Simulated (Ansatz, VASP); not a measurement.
# One calculation of K4Mg3VF12, two programs

```
CELL_PARAMETERS angstrom
3.98970 3.98970 0.00000
-3.98970 3.98970 0.00000
0.00000 0.00000 7.97940
ATOMIC_POSITIONS crystal
K 0.50000 0.00000 0.25120
K 0.50000 0.00000 0.74880
K 0.00000 0.50000 0.25120
K 0.00000 0.50000 0.74880
V 0.00000 0.00000 0.00000
Mg 0.00000 0.00000 0.50000
Mg 0.50000 0.50000 0.00000
Mg 0.50000 0.50000 0.50000
F 0.25623 0.74377 0.00000
F 0.25029 0.74971 0.50000
F 0.74377 0.25623 0.00000
F 0.74971 0.25029 0.50000
F 0.25623 0.25623 0.00000
F 0.25029 0.25029 0.50000
F 0.74377 0.74377 0.00000
F 0.74971 0.74971 0.50000
F 0.00000 0.00000 0.25675
F 0.00000 0.00000 0.74325
F 0.50000 0.50000 0.25101
F 0.50000 0.50000 0.74899
```

Alike in both runs: task single point; functional PBEsol; k mesh 3 × 3 × 2; occupations gaussian, width 0.05 eV; collinear spin.

|  | VASP | Ansatz |
| --- | --- | --- |
| version | VASP 6.6.1 | Ansatz 0.2.0 |
| potentials or method | VASP PAW PBE potentials, release 64 (K_sv, V_sv, Mg, F), cutoff 520 eV | scalar-relativistic, plane waves, PAW |
| valence electrons in the cell | 139 | 163 |

```tsv
	VASP	Ansatz	Ansatz less VASP
gap on the k mesh at the Fermi level (eV)	1.55	0.77	-0.779
least direct gap on the mesh (eV)	1.61	0.88	-0.729
pressure (GPa)	1.4	1.6	+0.16
rms of the force components (eV/Å)	0.041	0.069	+0.0280
net moment per atom (μB)	0.15	0.05	-0.100
size of the moment on the site where the two differ most (μB)	2.65	0.73	-1.924
```

The net moments are unlike, so the other rows may belong to different states. VASP's potentials were made for PBE, not for PBEsol. Site moments also hang on the region over which each program counts them. Atom by atom the forces differ by 0.028 eV/Å (rms over components). VASP's potentials hold 139 valence electrons a cell and Ansatz's 163, so a difference there can come from the potentials and not from the codes. Ansatz's warnings: stress scf threshold loose.
